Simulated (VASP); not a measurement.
# Pt (Fm-3m) in VASP: a series of runs, part 2 of 2

VASP 6.6.1. The steps go on from the part before.

### Step 3. Relaxation of cell and atoms, PBE

This run uses another cell than the first one, of 15.08 Å³/atom, 0.967 times its volume.

INCAR reads:

```
SYSTEM = Pt
  PREC = Accurate
  ENCUT = 600
  EDIFF = 1E-7
  ISMEAR = 0
  SIGMA = 0.05
  LREAL = .False.
  LASPH = .True.
  NELM = 100
  ALGO = Normal
  ISIF = 3
  LWAVE = .False.
  LCHARG = .False.
  GGA = PE
  IBRION = 2
  NSW = 80
  EDIFFG = -0.02
```

KPOINTS reads:

```
Automatic mesh
0
Gamma
  8 8 8
  0 0 0
```

POSCAR reads:

```
Pt
1.0
    0.0000000000      1.9609000000      1.9609000000
    1.9609000000      0.0000000000      1.9609000000
    1.9609000000      1.9609000000      0.0000000000
Pt
1
Direct
    0.0000000000      0.0000000000      0.0000000000
```

Potentials or basis: VASP PAW PBE potentials, release 64 (Pt).

Command:

```
$ cat potpaw_PBE.64/Pt/POTCAR > POTCAR
$ mpirun -np 1 vasp_std > vasp.out
```

OUTCAR:

```text
SYSTEM = Pt
   PREC = Accurate
   ENCUT = 600
   EDIFF = 1E-7
   ISMEAR = 0
   LREAL = .False.
   LASPH = .True.
   NELM = 100
   ISIF = 3
   GGA = PE
   IBRION = 2
   NSW = 80
   EDIFFG = -0.02

 ion  position               nearest neighbor table
   1  0.000  0.000  0.000-

  LATTYP: Found a face centered cubic cell.
 ALAT       =     3.9218000000

  Lattice vectors:

 A1 = (   0.0000000000,   1.9609000000,   1.9609000000)
 A2 = (   1.9609000000,   0.0000000000,   1.9609000000)
 A3 = (   1.9609000000,   1.9609000000,   0.0000000000)

Analysis of symmetry for initial positions (statically):
=====================================================================
 Subroutine PRICEL returns:
 Original cell was already a primitive cell.

 Routine SETGRP: Setting up the symmetry group for a
 face centered cubic supercell.

 Subroutine GETGRP returns: Found 48 space group operations
 (whereof 48 operations were pure point group operations)
 out of a pool of 48 trial point group operations.

The static configuration has the point symmetry O_h .

Analysis of symmetry for dynamics (positions and initial velocities):
=====================================================================
 Subroutine PRICEL returns:
 Original cell was already a primitive cell.

 Routine SETGRP: Setting up the symmetry group for a
 face centered cubic supercell.

 Subroutine GETGRP returns: Found 48 space group operations
 (whereof 48 operations were pure point group operations)
 out of a pool of 48 trial point group operations.

The dynamic configuration has the point symmetry O_h .

 Subroutine INISYM returns: Found 48 space group operations
 (whereof 48 operations are pure point group operations),
 and found     1 'primitive' translations

----------------------------------------------------------------------------------------

                                     Primitive cell

  volume of cell :      15.0798

  direct lattice vectors                    reciprocal lattice vectors
     0.000000000  1.960900000  1.960900000    -0.254984956  0.254984956  0.254984956
     1.960900000  0.000000000  1.960900000     0.254984956 -0.254984956  0.254984956
     1.960900000  1.960900000  0.000000000     0.254984956  0.254984956 -0.254984956

  length of vectors
     2.773131374  2.773131374  2.773131374     0.441646899  0.441646899  0.441646899

  position of ions in fractional coordinates (direct lattice)
     0.000000000  0.000000000  0.000000000

  ion indices of the primitive-cell ions
   primitive index   ion index
                 1           1

----------------------------------------------------------------------------------------

 KPOINTS: Automatic mesh

Automatic generation of k-mesh.
 Grid dimensions read from file:
 generate k-points for:    8    8    8

 Generating k-lattice:

  Cartesian coordinates                     Fractional coordinates (reciprocal lattice)
    -0.031873119  0.031873119  0.031873119     0.125000000  0.000000000  0.000000000
     0.031873119 -0.031873119  0.031873119     0.000000000  0.125000000  0.000000000
     0.031873119  0.031873119 -0.031873119     0.000000000  0.000000000  0.125000000

  Length of vectors
     0.055205862  0.055205862  0.055205862

  Shift w.r.t. Gamma in fractional coordinates (k-lattice)
     0.000000000  0.000000000  0.000000000

 Subroutine IBZKPT returns following result:
 ===========================================

 Found     29 irreducible k-points:

 Following reciprocal coordinates:
            Coordinates               Weight
  0.000000  0.000000  0.000000      1.000000
  0.125000  0.000000  0.000000      8.000000
  0.250000  0.000000  0.000000      8.000000
  0.375000  0.000000  0.000000      8.000000
  0.500000  0.000000  0.000000      4.000000
  0.125000  0.125000  0.000000      6.000000
[... 16 lines left out ...]
  0.500000  0.250000  0.125000     48.000000
 -0.375000  0.250000  0.125000     24.000000
 [... further k-points ...]
   k-points           NKPTS =     29   k-points in BZ     NKDIM =     29   number of bands    NBANDS=      9
   number of dos      NEDOS =    301   number of ions     NIONS =      1
   total plane-waves  NPLWV =  13824
   dimension x,y,z NGX =    24 NGY =   24 NGZ =   24
   dimension x,y,z NGXF=    48 NGYF=   48 NGZF=   48
   ions per type =               1
   NGX,Y,Z   is equivalent  to a cutoff of  14.39, 14.39, 14.39 a.u.
   NGXF,Y,Z  is equivalent  to a cutoff of  28.78, 28.78, 28.78 a.u.
 SYSTEM =  Pt
   PREC   = accura    normal or accurate (medium, high low for compatibility)
   ISTART =      0    job   : 0-new  1-cont  2-samecut
   ICHARG =      2    charge: 1-file 2-atom 10-const
   ISPIN  =      1    spin polarized calculation?
   LNONCOLLINEAR =      F non collinear calculations
   LSORBIT =      F    spin-orbit coupling
   LASPH  =      T    aspherical Exc in radial PAW
   ENCUT  =  600.0 eV  44.10 Ry    6.64 a.u.   5.54  5.54  5.54*2*pi/ulx,y,z
   NELM   =    100;   NELMIN=  2; NELMDL= -5     # of ELM steps
   EDIFF  = 0.1E-06   stopping-criterion for ELM
   LREAL  =      F    real-space projection
   EDIFFG = -.2E-01   stopping-criterion for IOM
   NSW    =     80    number of steps for IOM
   IBRION =      2    ionic relax: 0-MD 1-quasi-New 2-CG
   NFREE  =      1    steps in history (QN), initial steepest desc. (CG)
   ISIF   =      3    stress and relaxation
   ISYM   =      2    0-nonsym 1-usesym 2-fastsym
   POTIM  = 0.5000    time-step for ionic-motion
   TEBEG  =    0.0;   TEEND  =   0.0 temperature during run
   PSTRESS=    0.0 pullay stress
   NELECT =      10.0000    total number of electrons
   NUPDOWN=      -1.0000    fix difference up-down
   EMIN   =  10.00;   EMAX   =-10.00  energy-range for DOS
   EFERMI =   0.00;   METHOD = LEGACY
   ISMEAR =     0;   SIGMA  =   0.05  broadening in eV -4-tet -1-fermi 0-gaus
   EFERMI_NEDOS =   21; number of points for ismear=-14 and -15
   IALGO  =     38    algorithm
   IMIX   =      4    mixing-type and parameters
     AMIX     =   0.40;   BMIX     =  1.00
     AMIX_MAG =   1.60;   BMIX_MAG =  1.00
  volume/ion in A,a.u.               =      15.08       101.76
  Fermi-wavevector in a.u.,A,eV,Ry     =   1.427609  2.697791 27.729605  2.038068
  Thomas-Fermi vector in A             =   2.547760
   LORBIT       =      0    0 simple, 1 ext, 2 COOP (PROOUT), +10 PAW based schemes
   GGA     = PE    functional components
   LHFCALC =     F    Hartree Fock is set to
   AEXX    =    0.0000 exact exchange contribution
   IVDW    =     0    specifies the selected vdW correction
   LEPSILON=     F    determine dielectric tensor
   LRPA    =     F    only Hartree local field effects (RPA)
 conjugate gradient relaxation of ions
 non-spin polarized calculation
 Gauss-broadening in eV      SIGMA  =   0.05
  energy-cutoff  :      600.00
  volume of cell :       15.08
 maximum number of plane-waves:       531
 NGX is ok and might be reduce to    24
   NGX = 11   NGY = 11   NGZ = 11

--------------------------------------- Ionic step        1  -------------------------------------------

 number of electron      10.0000000 magnetization

 Free energy of the ion-electron system (eV)
  ---------------------------------------------------
  ext. energy  EPLUGINS =         0.00000000
  ---------------------------------------------------
  free energy    TOTEN  =        -6.06974929 eV

  energy without entropy =       -6.06705164  energy(sigma->0) =       -6.06840047

------------------------ aborting loop because EDIFF is reached ----------------------------------------

  FORCE on cell =-STRESS in cart. coord.  units (eV):
  Direction    XX          YY          ZZ          XY          YZ          ZX
  --------------------------------------------------------------------------------------
  -------------------------------------------------------------------------------------
  Total        0.8347780      0.8347780      0.8347780      0.0000000      0.0000000     -0.0000000
  in kB       88.6921643     88.6921643     88.6921643      0.0000000      0.0000000     -0.0000000
  external PRESSURE =      88.6921643 kB  Pullay stress =       0.0000000 kB
[... 22 lines left out ...]
--------------------------------------- Ionic step        2  -------------------------------------------

 number of electron      10.0000000 magnetization

 E-fermi :   9.0919     XC(G=0): -12.7925

 val. band max:        9.0846125002   @ k =   0.5000   0.5000   0.0000
 cond. band min:       9.1166546640   @ k =   0.5000   0.0000   0.0000
 fundamental gap:      0.0320421638
 Fermi energy:         9.0918987419

 k-point     1 :       0.0000    0.0000    0.0000
  band No.  band energies     occupation
      1       0.1793      2.00000
      2       5.9863      2.00000
      3       5.9863      2.00000
      4       5.9863      2.00000
      5       7.7521      2.00000
      6       7.7521      2.00000
      7      24.0241      0.00000
      8      28.3266      0.00000
      9      28.3266      0.00000
[... 310 lines left out ...]
--------------------------------------- Ionic step        3  -------------------------------------------

 number of electron      10.0000002 magnetization

 Free energy of the ion-electron system (eV)
  ---------------------------------------------------
  ext. energy  EPLUGINS =         0.00000000
  ---------------------------------------------------
  free energy    TOTEN  =        -6.08281406 eV

  energy without entropy =       -6.07984775  energy(sigma->0) =       -6.08133091

 E-fermi :  10.5959     XC(G=0): -13.3029

 val. band max:       10.5808183198   @ k =  -0.2500   0.1250   0.0000
 cond. band min:      10.6037485699   @ k =   0.5000   0.5000   0.0000
 fundamental gap:      0.0229302501
 Fermi energy:        10.5958634467

 k-point     1 :       0.0000    0.0000    0.0000
  band No.  band energies     occupation
      1       0.7941      2.00000
      2       7.0230      2.00000
      3       7.0230      2.00000
      4       7.0230      2.00000
      5       9.0597      2.00000
      6       9.0597      2.00000
      7      25.3781      0.00000
      8      30.1592      0.00000
      9      30.1592      0.00000
[... 304 lines left out ...]
  FREE ENERGIE OF THE ION-ELECTRON SYSTEM (eV)
  ---------------------------------------------------
  free  energy   TOTEN  =        -6.0828140569 eV

  energy  without entropy=       -6.0798477548  energy(sigma->0) =       -6.08133091

 reached required accuracy - stopping structural energy minimisation
```

CONTCAR:

```text
Pt
   1.00000000000000
     0.0000000000000000    1.9823896360999926    1.9823896360999926
     1.9823896360999926    0.0000000000000000    1.9823896360999926
     1.9823896360999926    1.9823896360999926    0.0000000000000000
  Pt
     1
Direct
     0.0000000000000000    0.0000000000000000    0.0000000000000000

  0.00000000E+00  0.00000000E+00  0.00000000E+00
```

Wall time 13 s (1 thread of Intel Xeon 8259CL, shared host); peak memory 0.15 GiB.

What came out:

* Free energy: -6.0828 eV
* Relaxed volume: 15.58 Å³/atom
* Relaxed cell: a = 2.804 Å, b = 2.804 Å, c = 2.804 Å, α = 60.00°, β = 60.00°, γ = 60.00°
* Space group after relaxing (to 0.05 Å): Fm-3m (No. 225)
* Energy gained by relaxing: 13.1 meV/atom
* Ionic steps: 3
* Pressure after relaxing: -0.2 GPa
* Band gap on the k mesh: zero (band 5 reaches 11.07 eV, above the bottom of band 6 at 8.97 eV)

Step by step:
| step | energy change (eV) | largest force (eV/Å) | pressure (GPa) | volume (Å³) |
| --- | --- | --- | --- | --- |
| 1 | 0.0000 | 0.0000 | 8.87 | 15.08 |
| 2 | 0.0695 | 0.0000 | -16.76 | 16.98 |
| 3 | -0.0131 | 0.0000 | -0.17 | 15.58 |

Final structure:
```
Pt
1.0
     0.00000    1.98239    1.98239
     1.98239    0.00000    1.98239
     1.98239    1.98239    0.00000
Pt
1
Direct
  0.00000 0.00000 0.00000
```

Levels at points of the mesh, in eV from the Fermi level:
```
           k point  band 1  band 2  band 3  band 4  band 5  band 6  band 7  band 8  band 9
(0.00, 0.00, 0.00)   -9.80   -3.57   -3.57   -3.57   -1.54   -1.54   14.78   19.56   19.56
(0.50, 0.00, 0.00)   -6.95   -3.63   -3.63   -0.29    0.04    0.04    5.62   14.34   18.80
(0.50, 0.50, 0.00)   -6.69   -6.26    0.01    0.47    0.47    1.90    8.56   11.34   11.34
```

Caveat: spin-orbit coupling is left out, which moves the levels of the heavy elements.
